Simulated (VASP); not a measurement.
Runs of VASP 6.6.1 on HfB2. The structure is that of space group Fd-3m (No. 227), or close to it. The cells are those of the table. The cell was generated, and may not be a known phase.

| task | cell | k mesh | cutoff (eV) | gap on the mesh (eV) | pressure (GPa) | relaxed volume (Å³/atom) |
| --- | --- | --- | --- | --- | --- | --- |
| single point | a = 5.437 Å, angles 60.0°, 6 atoms | 4 × 4 × 4 | 520 | none | 80.5 | - |
| single point | a = 7.500 Å, angles 60.0°, 6 atoms | 4 × 4 × 4 | 520 | none | 0.2 | - |
| relaxation of cell and atoms | relaxed from a = 5.437 Å, angles 60.0°, 6 atoms | 4 × 4 × 4 | 600 | none | 0.1 | (a) |
| single point | a = 7.511 Å, angles 60.0°, 6 atoms | 6 × 6 × 6 | 520 | none | 0.0 | - |
| relaxation of cell and atoms | relaxed from a = 7.500 Å, angles 60.0°, 6 atoms | 6 × 6 × 6 | 600 | none | 0.0 | 49.98 |

Alike in all rows: level PBE; potentials or basis VASP PAW PBE potentials, release 64 (Hf_pv, B); no spin polarisation; smearing gaussian 0.1 eV.

Estimate the missing entries.

(a) 49.50.

Caveats: spin-orbit coupling is left out, which moves the levels of the heavy elements; the cell stands under pressure (at least some runs); the volume moved by over 15 % at a fixed basis, so the end points are rough (at least some runs).

A k mesh can miss the band edges, and the runs leave out spin-orbit coupling on Hf.

A gap of «none» marks levels without a gap at the run's occupations.
